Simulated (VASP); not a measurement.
# P (R-3m) in VASP: further runs

P is run at these levels: BLYP+D3(BJ), LDA, PBEsol+D3(BJ); tasks: single point, relaxation of cell and atoms.

All numbers are computed with VASP 6.6.1; they aren't measurements. Logs are shortened: lines on timing, memory, paths and dates and some standing lists are left out, and cuts for length are marked.

## Step 1: The cell of the first run

Symmetry: R-3m, No. 166, trigonal system. Conventional cell: a = 3.470 Å, b = 3.470 Å, c = 9.315 Å, α = 90.00°, β = 90.00°, γ = 120.00°. Within 3.0 Å of P (site symmetry 3m) lie 6 P at 2.29 to 2.82 Å.

## Step 2: Single point, BLYP+D3(BJ)

INCAR reads:

```
SYSTEM = P
AGGAC = 1.0 ; AGGAX = 1.0
ALDAC = 0.0 ; ALDAX = 1.0
ALGO = Normal ; EDIFF = 1E-6
ENCUT = 520 ; GGA = B5
ISIF = 2 ; ISMEAR = -1
IVDW = 12 ; LASPH = .TRUE.
LCHARG = .FALSE. ; LREAL = .FALSE.
LWAVE = .FALSE. ; NBANDS = 12
NELM = 100 ; PREC = Accurate
SIGMA = 0.05 ; VDW_A1 = 0.4298
VDW_A2 = 4.2359 ; VDW_S6 = 1.0
VDW_S8 = 2.6996
```

KPOINTS reads:

```
k-points
0
G
  6 6 6
  0 0 0
```

POSCAR reads:

```
P
1.0
    3.6951118693     -0.0181937334     -0.0124526260
    2.0813021628      3.0532546644     -0.0124526260
    2.0813021628      1.0935640771      2.8507256485
P
2
Direct
    0.2266935284      0.2266935284      0.2266935284
    0.7733064716      0.7733064716      0.7733064716
```

Potentials or basis: VASP PAW PBE potentials, release 64 (P).

Run with:

```sh
$ cat potpaw_PBE.64/P/POTCAR > POTCAR
$ mpirun -np 1 vasp_std > vasp.out
```

OUTCAR:

```text
SYSTEM = P
   EDIFF = 1E-6
   ENCUT = 520
   GGA = B5
   ISIF = 2
   ISMEAR = -1
   IVDW = 12
   LASPH = .TRUE.
   LREAL = .FALSE.
   NELM = 100
   PREC = Accurate
 IVDW          = 12

 ion  position               nearest neighbor table
   1  0.227  0.227  0.227-   2 2.29   2 2.29   2 2.29   2 2.82   2 2.82   2 2.82
   2  0.773  0.773  0.773-   1 2.29   1 2.29   1 2.29   1 2.82   1 2.82   1 2.82

  LATTYP: Found a trigonal (rhomboedric) cell.
 ALAT       =     3.6951776421
 COS(alpha) =     0.5591812214

  Lattice vectors:

 A1 = (   3.6951118693,  -0.0181937334,  -0.0124526260)
 A2 = (   2.0813021628,   3.0532546644,  -0.0124526260)
 A3 = (   2.0813021628,   1.0935640771,   2.8507256485)

Analysis of symmetry for initial positions (statically):
=====================================================================
 Subroutine PRICEL returns:
 Original cell was already a primitive cell.

 Routine SETGRP: Setting up the symmetry group for a
 trigonal (rhombohedral) supercell.

 Subroutine GETGRP returns: Found 12 space group operations
 (whereof 12 operations were pure point group operations)
 out of a pool of 12 trial point group operations.

The static configuration has the point symmetry D_3d.

Analysis of symmetry for dynamics (positions and initial velocities):
=====================================================================
 Subroutine PRICEL returns:
 Original cell was already a primitive cell.

 Routine SETGRP: Setting up the symmetry group for a
 trigonal (rhombohedral) supercell.

 Subroutine GETGRP returns: Found 12 space group operations
 (whereof 12 operations were pure point group operations)
 out of a pool of 12 trial point group operations.

The dynamic configuration has the point symmetry D_3d.

 Subroutine INISYM returns: Found 12 space group operations
 (whereof 12 operations are pure point group operations),
 and found     1 'primitive' translations

----------------------------------------------------------------------------------------

                                     Primitive cell

  volume of cell :      32.3718

  direct lattice vectors                    reciprocal lattice vectors
     3.695111869 -0.018193733 -0.012452626     0.269296809 -0.184084550 -0.125995913
     2.081302163  3.053254664 -0.012452626     0.001181512  0.326200087 -0.125995913
     2.081302163  1.093564077  2.850725649     0.001181512  0.000620793  0.349687119

  length of vectors
     3.695177642  3.695177642  3.695177642     0.349689666  0.349689666  0.349689666

  position of ions in fractional coordinates (direct lattice)
     0.226693528  0.226693528  0.226693528
     0.773306472  0.773306472  0.773306472

  ion indices of the primitive-cell ions
   primitive index   ion index
                 1           1
                 2           2

----------------------------------------------------------------------------------------

 KPOINTS: k-points

Automatic generation of k-mesh.
 Grid dimensions read from file:
 generate k-points for:    6    6    6

 Generating k-lattice:

  Cartesian coordinates                     Fractional coordinates (reciprocal lattice)
     0.044882801 -0.030680758 -0.020999319     0.166666667 -0.000000000 -0.000000000
     0.000196919  0.054366681 -0.020999319    -0.000000000  0.166666667 -0.000000000
     0.000196919  0.000103466  0.058281187     0.000000000  0.000000000  0.166666667

  Length of vectors
     0.058281611  0.058281611  0.058281611

  Shift w.r.t. Gamma in fractional coordinates (k-lattice)
     0.000000000  0.000000000  0.000000000

 Subroutine IBZKPT returns following result:
 ===========================================

 Found     32 irreducible k-points:

 Following reciprocal coordinates:
            Coordinates               Weight
  0.000000  0.000000  0.000000      1.000000
  0.166667  0.000000  0.000000      6.000000
  0.333333  0.000000  0.000000      6.000000
  0.500000  0.000000  0.000000      3.000000
  0.166667  0.166667 -0.000000      6.000000
  0.333333  0.166667  0.000000     12.000000
[... 16 lines left out ...]
  0.500000  0.500000  0.166667      6.000000
 -0.333333  0.500000  0.166667     12.000000
 [... further k-points ...]
   k-points           NKPTS =     32   k-points in BZ     NKDIM =     32   number of bands    NBANDS=     12
   number of dos      NEDOS =    301   number of ions     NIONS =      2
   total plane-waves  NPLWV =  21952
   dimension x,y,z NGX =    28 NGY =   28 NGZ =   28
   dimension x,y,z NGXF=    56 NGYF=   56 NGZF=   56
   ions per type =               2
   NGX,Y,Z   is equivalent  to a cutoff of  12.60, 12.60, 12.60 a.u.
   NGXF,Y,Z  is equivalent  to a cutoff of  25.19, 25.19, 25.19 a.u.
 SYSTEM =  P
   PREC   = accura    normal or accurate (medium, high low for compatibility)
   ISTART =      0    job   : 0-new  1-cont  2-samecut
   ICHARG =      2    charge: 1-file 2-atom 10-const
   ISPIN  =      1    spin polarized calculation?
   LNONCOLLINEAR =      F non collinear calculations
   LSORBIT =      F    spin-orbit coupling
   LASPH  =      T    aspherical Exc in radial PAW
   ENCUT  =  520.0 eV  38.22 Ry    6.18 a.u.   6.87  6.87  6.87*2*pi/ulx,y,z
   NELM   =    100;   NELMIN=  2; NELMDL= -5     # of ELM steps
   EDIFF  = 0.1E-05   stopping-criterion for ELM
   LREAL  =      F    real-space projection
   EDIFFG = 0.1E-04   stopping-criterion for IOM
   NSW    =      0    number of steps for IOM
   IBRION =     -1    ionic relax: 0-MD 1-quasi-New 2-CG
   NFREE  =      0    steps in history (QN), initial steepest desc. (CG)
   ISIF   =      2    stress and relaxation
   ISYM   =      2    0-nonsym 1-usesym 2-fastsym
   POTIM  = 0.5000    time-step for ionic-motion
   TEBEG  =    0.0;   TEEND  =   0.0 temperature during run
   PSTRESS=    0.0 pullay stress
   NELECT =      10.0000    total number of electrons
   NUPDOWN=      -1.0000    fix difference up-down
   EMIN   =  10.00;   EMAX   =-10.00  energy-range for DOS
   EFERMI =   0.00;   METHOD = LEGACY
   ISMEAR =    -1;   SIGMA  =   0.05  broadening in eV -4-tet -1-fermi 0-gaus
   EFERMI_NEDOS =   21; number of points for ismear=-14 and -15
   IALGO  =     38    algorithm
   IMIX   =      4    mixing-type and parameters
     AMIX     =   0.40;   BMIX     =  1.00
     AMIX_MAG =   1.60;   BMIX_MAG =  1.00
  volume/ion in A,a.u.               =      16.19       109.23
  Fermi-wavevector in a.u.,A,eV,Ry     =   1.106673  2.091309 16.663406  1.224726
  Thomas-Fermi vector in A             =   2.243177
   LORBIT       =      0    0 simple, 1 ext, 2 COOP (PROOUT), +10 PAW based schemes
   GGA     = B5    functional components
   LHFCALC =     F    Hartree Fock is set to
   AEXX    =    0.0000 exact exchange contribution
   IVDW    =    12    specifies the selected vdW correction
   LEPSILON=     F    determine dielectric tensor
   LRPA    =     F    only Hartree local field effects (RPA)
 non-spin polarized calculation
  energy-cutoff  :      520.00
  volume of cell :       32.37
 maximum number of plane-waves:       887
   NGX = 13   NGY = 13   NGZ = 13

 number of electron      10.0000000 magnetization

 Free energy of the ion-electron system (eV)
  ---------------------------------------------------
  ext. energy  EPLUGINS =         0.00000000
  ---------------------------------------------------
  free energy    TOTEN  =        -8.95453819 eV

  energy without entropy =       -8.95276529  energy(sigma->0) =       -8.95365174

 E-fermi :   9.6447     XC(G=0): -10.0388

 val. band max:        9.4270913995   @ k =   0.5000   0.5000   0.5000
 cond. band min:       9.7366855321   @ k =   0.5000   0.0000   0.0000
 fundamental gap:      0.3095941326
 Fermi energy:         9.6446587027

 k-point     1 :       0.0000    0.0000    0.0000
  band No.  band energies     occupation
      1      -7.0541      2.00000
      2       5.6709      2.00000
      3       6.3576      2.00000
      4       6.3576      2.00000
      5       6.3660      2.00000
      6      10.7882      0.00000
      7      12.0646      0.00000
      8      12.0646      0.00000
      9      15.3041      0.00000
     10      15.3041      0.00000
     11      16.6377      0.00000
     12      16.6450      0.00000

 k-point     2 :       0.1667    0.0000    0.0000
  band No.  band energies     occupation
      1      -6.6130      2.00000
      2       3.0607      2.00000
      3       6.0827      2.00000
      4       6.1412      2.00000
      5       7.6371      2.00000
      6      11.1294      0.00000
      7      11.6854      0.00000
      8      11.9852      0.00000
      9      14.1001      0.00000
     10      14.9149      0.00000
     11      15.4199      0.00000
     12      19.3407      0.00000

 k-point     3 :       0.3333    0.0000    0.0000
  band No.  band energies     occupation
      1      -5.3179      2.00000
      2      -0.1756      2.00000
      3       5.6645      2.00000
      4       6.0234      2.00000
      5       8.3720      2.00000
      6      10.0447      0.00067
      7      10.4727      0.00000
      8      10.4820      0.00000
      9      16.3549      0.00000
     10      16.8188      0.00000
     11      17.2967      0.00000
     12      23.2173      0.00000
[... 286 lines left out ...]
 k-point    23 :       0.5000    0.5000    0.1667
  band No.  band energies     occupation
      1      -4.1116      2.00000
      2      -0.0133      2.00000
      3       1.8895      2.00000
      4       4.3259      2.00000
      5       5.6750      2.00000
      6      10.8228      0.00000
      7      13.6305      0.00000
      8      16.1387      0.00000
      9      16.2324      0.00000
     10      20.0787      0.00000
     11      20.6271      0.00000
     12      20.6651      0.00000

 k-point    24 :      -0.3333    0.5000    0.1667
  band No.  band energies     occupation
      1      -3.1319      2.00000
      2      -1.0739      2.00000
      3       1.8989      2.00000
      4       2.9254      2.00000
      5       6.7076      2.00000
      6      11.5019      0.00000
      7      12.6498      0.00000
      8      16.2624      0.00000
      9      16.5666      0.00000
     10      18.0282      0.00000
     11      21.1346      0.00000
     12      22.5576      0.00000

 [... further k-points ...]

------------------------ aborting loop because EDIFF is reached ----------------------------------------

 Edisp (eV)   -1.87773

 E8    (eV) :    -1.2926

  FORCE on cell =-STRESS in cart. coord.  units (eV):
  Direction    XX          YY          ZZ          XY          YZ          ZX
  --------------------------------------------------------------------------------------
  -------------------------------------------------------------------------------------
  Total       0.01033     0.00353     0.00215     0.00493     0.00177     0.00338
  in kB       0.51111     0.17460     0.10639     0.24423     0.08783     0.16716
  external pressure =        0.26 kB  Pullay stress =        0.00 kB

 VOLUME and BASIS-vectors are now :
 -----------------------------------------------------------------------------
  energy-cutoff  :      520.00
  volume of cell :       32.37
      direct lattice vectors                 reciprocal lattice vectors
     3.695111869 -0.018193733 -0.012452626     0.269296809 -0.184084550 -0.125995913
     2.081302163  3.053254664 -0.012452626     0.001181512  0.326200087 -0.125995913
     2.081302163  1.093564077  2.850725649     0.001181512  0.000620793  0.349687119

 POSITION                                       TOTAL-FORCE (eV/Angst)
 -----------------------------------------------------------------------------------
      1.78129      0.93593      0.64060        -0.026048     -0.013686     -0.009367
      6.07642      3.19269      2.18523         0.026048      0.013686      0.009367
 -----------------------------------------------------------------------------------
    total drift:                               -0.000000     -0.000000     -0.000000

  FREE ENERGIE OF THE ION-ELECTRON SYSTEM (eV)
  ---------------------------------------------------
  free  energy   TOTEN  =       -10.8322726977 eV

  energy  without entropy=      -10.8304997974  energy(sigma->0) =      -10.83138625
```

It took 31 s on 1 thread of Intel Xeon 8259CL, shared host; peak memory 0.16 GiB.

Results:

```yaml
Free_energy: -10.8323 eV
Pressure: 0.0 GPa
Largest_force: 0.031 eV/Å
Band_gap_on_the_k_mesh: zero (bands 5 and 6 overlap by 0.61 eV)
Dispersion_energy_per_atom: -0.939 eV
```

Forces in eV/Å, atoms in the order of the input:
```
P   -0.026 -0.014 -0.009
P    0.026  0.014  0.009
```

Levels at points of the mesh, in eV from the Fermi level:
```tsv
k point	band 2	band 3	band 4	band 5	band 6	band 7	band 8	band 9
(0.00, 0.00, 0.00)	-3.97	-3.29	-3.29	-3.28	1.14	2.42	2.42	5.66
(0.50, 0.00, 0.00)	-12.16	-4.15	-3.55	-0.91	-0.37	0.09	0.32	8.83
(0.50, 0.50, 0.00)	-10.28	-7.04	-5.71	-5.53	0.11	5.80	7.21	7.99
(0.50, 0.50, 0.50)	-11.04	-3.19	-3.19	-0.41	-0.41	-0.22	1.91	8.80
```

Caveat: the k points lie up to 0.37 Å⁻¹ apart, too coarse for converged energies and pressures of a metal; the PAW data sets were made with another functional, which shifts forces and pressure a little.

## Step 3: Relaxation of cell and atoms, LDA

This run uses another cell than the first one, of 16.14 Å³/atom.

INCAR reads:

```
SYSTEM = P
PREC = Accurate
ENCUT = 600
EDIFF = 1E-6
ISMEAR = -1
SIGMA = 0.05
LREAL = .False.
LASPH = .True.
NELM = 100
ALGO = Normal
ISIF = 3
LWAVE = .False.
LCHARG = .False.
IBRION = 2
NSW = 80
EDIFFG = -0.02
```

KPOINTS reads:

```
regular mesh
0
Gamma
  6 6 6
  0 0 0
```

POSCAR reads:

```
P
1.0
    3.7102200000      0.0000000000      0.0000000000
    2.1048557821      3.0553747045      0.0000000000
    2.1048557821      1.1059396909      2.8481945132
P
2
Direct
    0.2270800000      0.2270800000      0.2270800000
    0.7729200000      0.7729200000      0.7729200000
```

Potentials or basis: VASP PAW LDA potentials, release 64 (P).

Run with:

```sh
$ cat potpaw_LDA.64/P/POTCAR > POTCAR
$ mpirun -np 1 vasp_std > vasp.out
```

Run time: 57 s. Hardware: 1 thread of Intel Xeon 8259CL, shared host; peak memory 0.15 GiB.

Results (log left out):

```
Free energy                           : -12.1503 eV
Relaxed volume                        : 15.30 Å³/atom
Relaxed cell                          : a = 3.612 Å, b = 3.612 Å, c = 3.612 Å, α = 56.45°, β = 56.45°, γ = 56.45°
Space group after relaxing (to 0.1 Å) : R-3m (No. 166)
Energy gained by relaxing             : 10.1 meV/atom
Ionic steps                           : 9
Pressure after relaxing               : 0.0 GPa
Largest force after relaxing          : 0.009 eV/Å
Band gap on the k mesh                : zero (bands 5 and 6 overlap by 0.89 eV)
```

Forces in eV/Å, atoms in the order of the input:
```
P    0.007  0.004  0.003
P   -0.007 -0.004 -0.003
```

The path:
```
step  energy change (eV)  largest force (eV/Å)  pressure (GPa)  volume (Å³)
   1              0.0000                0.0417           -3.35        32.29
   2             -0.0127                0.3171            1.21        30.73
   3             -0.0141                0.2334            0.05        31.07
   4             -0.0184                0.1060            0.13        30.80
   5             -0.0199                0.0104            0.23        30.52
   6             -0.0199                0.0062            0.23        30.53
   7             -0.0201                0.0213           -0.18        30.64
   8             -0.0201                0.0199           -0.15        30.63
   9             -0.0201                0.0087            0.03        30.60
```

Final structure:
```cif
data_structure
_symmetry_space_group_name_H-M 'P 1'
_symmetry_Int_Tables_number 1
_cell_length_a 3.6125
_cell_length_b 3.6125
_cell_length_c 3.6125
_cell_angle_alpha 56.446
_cell_angle_beta 56.446
_cell_angle_gamma 56.446
_cell_volume 30.60
loop_
_atom_site_label
_atom_site_type_symbol
_atom_site_fract_x
_atom_site_fract_y
_atom_site_fract_z
_atom_site_occupancy
P1 P 0.22903 0.22903 0.22903 1
P2 P 0.77097 0.77097 0.77097 1
```

Levels at points of the mesh, in eV from the Fermi level:
```
           k point  band 2  band 3  band 4  band 5  band 6  band 7  band 8  band 9
(0.00, 0.00, 0.00)   -3.23   -3.17   -3.03   -3.03    1.45    2.71    2.71    5.50
(0.50, 0.00, 0.00)  -12.33   -3.87   -3.39   -0.96   -0.16    0.11    0.26    9.17
(0.50, 0.50, 0.00)  -10.22   -7.19   -5.75   -5.75   -0.22    6.44    7.57    8.82
(0.50, 0.50, 0.50)  -11.45   -2.94   -2.94   -0.50   -0.50    0.13    2.18    8.93
```

Caveat: the k points lie up to 0.37 Å⁻¹ apart in the final cell, too coarse for converged energies and pressures of a metal.

## Step 4: Relaxation of cell and atoms, BLYP+D3(BJ)

This run uses another cell than the first one, of 16.14 Å³/atom.

INCAR reads:

```
SYSTEM = P
PREC = Accurate ; ENCUT = 600
EDIFF = 1E-6 ; ISMEAR = -1
SIGMA = 0.05 ; LREAL = .False.
LASPH = .True. ; NELM = 60
ALGO = Normal ; ISIF = 3
LWAVE = .False. ; LCHARG = .False.
GGA = B5 ; ALDAX = 1.0
AGGAX = 1.0 ; AGGAC = 1.0
ALDAC = 0.0 ; IVDW = 12
VDW_S6 = 1.0 ; VDW_S8 = 2.6996
VDW_A1 = 0.4298 ; VDW_A2 = 4.2359
IBRION = 2 ; NSW = 80
EDIFFG = -0.02
```

KPOINTS reads:

```
Automatic mesh
0
Gamma
  6 6 6
  0 0 0
```

POSCAR is that of step 3.

Potentials or basis: VASP PAW PBE potentials, release 64 (P).

Run with:

```sh
$ cat potpaw_PBE.64/P/POTCAR > POTCAR
$ mpirun -np 1 vasp_std > vasp.out
```

It took 44 s on 1 thread of Intel Xeon 8259CL, shared host; peak memory 0.17 GiB.

It converged, with:

```
Free energy                           : -10.8324 eV
Relaxed volume                        : 16.26 Å³/atom
Relaxed cell                          : a = 3.707 Å, b = 3.707 Å, c = 3.707 Å, α = 55.80°, β = 55.80°, γ = 55.80°
Space group after relaxing (to 0.1 Å) : R-3m (No. 166)
Energy gained by relaxing             : 0.9 meV/atom
Ionic steps                           : 3
Pressure after relaxing               : -0.1 GPa
Band gap on the k mesh                : zero (bands 5 and 6 overlap by 0.59 eV)
Dispersion energy per atom            : -0.935 eV
```

Stress tensor (GPa, compression positive):
```
-0.14 -0.06 -0.04
-0.06 -0.05 -0.02
-0.04 -0.02 -0.03
```

The path:
```tsv
step	energy change (eV)	largest force (eV/Å)	pressure (GPa)	volume (Å³)
1	0.0000	0.1027	0.35	32.29
2	-0.0017	0.0323	0.06	32.45
3	-0.0019	0.0012	-0.07	32.52
```

Final structure:
```
P
1.0
     3.70724   -0.01165   -0.00797
     2.09357    3.05953   -0.00797
     2.09357    1.10001    2.85495
P
2
Direct
  0.22635 0.22635 0.22635
  0.77365 0.77365 0.77365
```

Levels at points of the mesh, in eV from the Fermi level:
```csv
k point,band 3,band 4,band 5,band 6,band 7,band 8
"(0.00, 0.00, 0.00)",-3.28,-3.27,-3.27,1.12,2.40,2.40
"(0.50, 0.00, 0.00)",-4.16,-3.57,-0.88,-0.38,0.07,0.38
"(0.50, 0.50, 0.00)",-6.99,-5.68,-5.49,0.11,5.77,7.22
"(0.50, 0.50, 0.50)",-3.18,-3.18,-0.35,-0.35,-0.20,1.94
```

Caveat: the k points lie up to 0.37 Å⁻¹ apart in the final cell, too coarse for converged energies and pressures of a metal; the PAW data sets were made with another functional, which shifts forces and pressure a little.

(Part 1 of 2 ends here.)

The gap in the log of VASP goes by the Fermi energy; the results here count the filled bands.